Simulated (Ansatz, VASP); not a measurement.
## Lu3As2Pb3: VASP beside Ansatz

Contents of INCAR:

```
SYSTEM = Lu3As2Pb3
PREC     = Accurate       ! precision mode
ENCUT    = 600            ! plane-wave cutoff, eV
EDIFF    = 1E-6           ! SCF threshold, eV
ISMEAR   = 0              ! smearing method
SIGMA    = 0.1            ! smearing width, eV
LREAL    = .False.        ! projectors in reciprocal space
LASPH    = .True.         ! aspherical terms in the spheres
NELM     = 120            ! most SCF steps
ALGO     = Normal         ! electronic algorithm
ISIF     = 2              ! what is computed and relaxed
LWAVE    = .False.        ! write WAVECAR
LCHARG   = .True.         ! write CHGCAR
GGA      = PE             ! functional
LVHAR    = .True.       
NBANDS   = 74             ! bands
GGA_COMPAT= .False.      
KPAR     = 4
```

The input KPOINTS:

```
Automatic mesh
0
Gamma
  10 8 6
  0 0 0
```

POSCAR

```
Lu3As2Pb3
1.0
    4.3131971512      0.0000000000      0.0000000000
    0.0000000000      5.4413023026      0.0000000000
    0.0000000000      0.0000000000      8.7117550512
Lu As Pb
3 2 3
Direct
    0.0000000000      0.5000000000      0.0000000000
    0.5000000000      0.0000000000      0.5000000000
    0.5000000000      0.0000000000      0.0000000000
    0.0000000000      0.0000000000      0.2287016731
    0.0000000000      0.0000000000      0.7712983269
    0.5000000000      0.5000000000      0.2427090238
    0.5000000000      0.5000000000      0.7572909762
    0.0000000000      0.5000000000      0.5000000000
```

Input for Ansatz:

```yaml
crystal:
  lattice:
    - [4.3131971512, 0.0, 0.0]
    - [0.0, 5.4413023026, 0.0]
    - [0.0, 0.0, 8.7117550512]
  atoms:
    - { symbol: Lu, position: [0.0, 0.5, 0.0] }
    - { symbol: Lu, position: [0.5, 0.0, 0.5] }
    - { symbol: Lu, position: [0.5, 0.0, 0.0] }
    - { symbol: As, position: [0.0, 0.0, 0.2287016731] }
    - { symbol: As, position: [0.0, 0.0, 0.7712983269] }
    - { symbol: Pb, position: [0.5, 0.5, 0.2427090238] }
    - { symbol: Pb, position: [0.5, 0.5, 0.7572909762] }
    - { symbol: Pb, position: [0.0, 0.5, 0.5] }
basis:
  ecutwfc: 420
kpoints:
  mp_grid: { grid: [10, 8, 6] }
  band_path:
    path:
      - [[0.0, 0.0, 0.0], [0.5, 0.0, 0.0], [0.5, 0.5, 0.0], [0.0, 0.5, 0.0], [0.0, 0.0, 0.0], [0.0, 0.0, 0.5], [0.5, 0.0, 0.5], [0.5, 0.5, 0.5], [0.0, 0.5, 0.5], [0.0, 0.0, 0.5]]
      - [[0.5, 0.0, 0.0], [0.5, 0.0, 0.5]]
      - [[0.0, 0.5, 0.0], [0.0, 0.5, 0.5]]
      - [[0.5, 0.5, 0.0], [0.5, 0.5, 0.5]]
    npoints: 14
hamiltonian:
  xc: pbe
scf:
  occupations: { method: gaussian, width: 0.1 }
  n_extra_bands: 20
output:
  forces: true
  stress: true
  eigenvalues: true
  populations: true
  dos: { projected: true, de: 0.02, nscf_kmesh: { grid: [15, 12, 9] } }
  bader: true
  write_density: true
  write_potential: true
  elf: true
  volumetric_format: npy
```

Alike in both runs: task single point; functional PBE; k mesh 10 × 8 × 6; occupations gaussian, width 0.1 eV; no spin polarisation.

|  | VASP | Ansatz |
| --- | --- | --- |
| version | VASP 6.6.1 | Ansatz 0.2.0 |
| potentials or method | VASP PAW PBE potentials, release 64 (Lu, As, Pb_d), cutoff 600 eV | scalar-relativistic, plane waves, PAW |
| valence electrons in the cell | 127 | 147 |

```csv
,VASP,Ansatz,Ansatz less VASP
gap on the k mesh at the Fermi level (eV),none,none,-
pressure (GPa),0.2,0.0,-0.15
rms of the force components (eV/Å),0.004,0.003,-0.0009
```

Atom by atom the forces differ by 0.005 eV/Å (rms over components). A gap of «none» marks a metal or a gap that the smearing closes. The functional is the same, so the differences come from potentials, cutoffs and numerics. VASP's potentials hold 127 valence electrons a cell and Ansatz's 147, so a difference there can come from the potentials and not from the codes. Ansatz's warnings: k point list ram cut.

Spin-orbit coupling is off throughout.
